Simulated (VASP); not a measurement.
Input of a VASP 6.6.1 run:

INCAR

```
ALGO = Normal
EDIFF = 1E-6
ENCUT = 520
GGA = PE
ISIF = 2
ISMEAR = 0
LASPH = T
LCHARG = F
LREAL = F
LWAVE = F
NBANDS = 18
NELM = 100
PREC = Accurate
SIGMA = 0.1
```

File KPOINTS:

```
k-points
0
Gamma
  4 4 4
```

File POSCAR:

```
Na2H5
1.0
   -2.7613858345      2.7613858345      3.3749034311
    2.7613858345     -2.7613858345      3.3749034311
    2.7613858345      2.7613858345     -3.3749034311
Na H
2 5
Direct
    0.7500000000      0.2500000000      0.5000000000
    0.2500000000      0.7500000000      0.5000000000
    0.7747470204      0.0002520734      0.7749990938
    0.2252529796      0.9997479266      0.2250009062
    0.0002520734      0.2252529796      0.2255050529
    0.9997479266      0.7747470204      0.7744949471
    0.0000000000      0.0000000000      0.0000000000
```

Potentials or basis: VASP PAW PBE potentials, release 64 (Na_pv, H).

Run with:

```sh
$ cat potpaw_PBE.64/Na_pv/POTCAR potpaw_PBE.64/H/POTCAR > POTCAR
$ mpirun -np 1 vasp_std > vasp.out
```

Q: What does it give for the largest force?

A: 0.018 eV/Å.

Q: Predict the pressure.

A: -0.2 GPa.

Q: Predict the band gap on the k mesh.

A: Zero (an odd number of electrons rules out a gap without spin polarisation).

Forces on the atoms (eV/Å):
```
Na   0.000  0.000  0.000
Na   0.000  0.000  0.000
H    0.000 -0.018  0.000
H    0.000  0.018  0.000
H    0.018  0.000  0.000
H   -0.018  0.000  0.000
H    0.000  0.000  0.000
```

Caveat: the k points lie up to 0.37 Å⁻¹ apart, too coarse for converged energies and pressures of a metal; an odd number of electrons without spin polarisation forces a metal; a magnetic or distorted state may lie lower.
